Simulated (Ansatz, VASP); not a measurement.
Two plane-wave programs on N

```
N
1.0
    15.00000    0.00000    0.00000
     0.00000   15.50000    0.00000
     0.00000    0.00000   16.00000
N
2
Direct
  0.50186 0.49901 0.46562
  0.49814 0.50099 0.53438
```

Alike in both runs: functional PBE; k mesh 1 × 1 × 1; occupations gaussian, width 0.005 eV; no spin polarisation.

Ansatz relaxed the structure, and its values are those at the end. VASP's run is a single point on that final structure, the one shown.

|  | VASP | Ansatz |
| --- | --- | --- |
| version | VASP 6.6.1 | Ansatz 0.2.0 |
| potentials or method | VASP PAW PBE potentials, release 64 (N), cutoff 520 eV | scalar-relativistic, plane waves, PAW |
| valence electrons in the cell | 10 | 10 |

VASP gave:

| Quantity | Value |
| --- | --- |
| gap on the k mesh at the Fermi level (eV) | 8.20 |
| rms of the force components (eV/Å) | 1.006 |

Q: Which values does Ansatz return?

A: gap on the k mesh at the Fermi level (eV): 8.24; rms of the force components (eV/Å): 0.001.

One of these differences is far larger than is usual between the two programs; its cause wasn't traced. With one functional, cell and mesh, what is left measures potentials, basis and numerics.

Noted on VASP's run: the standard files for N, O and F lose accuracy on very short bonds.
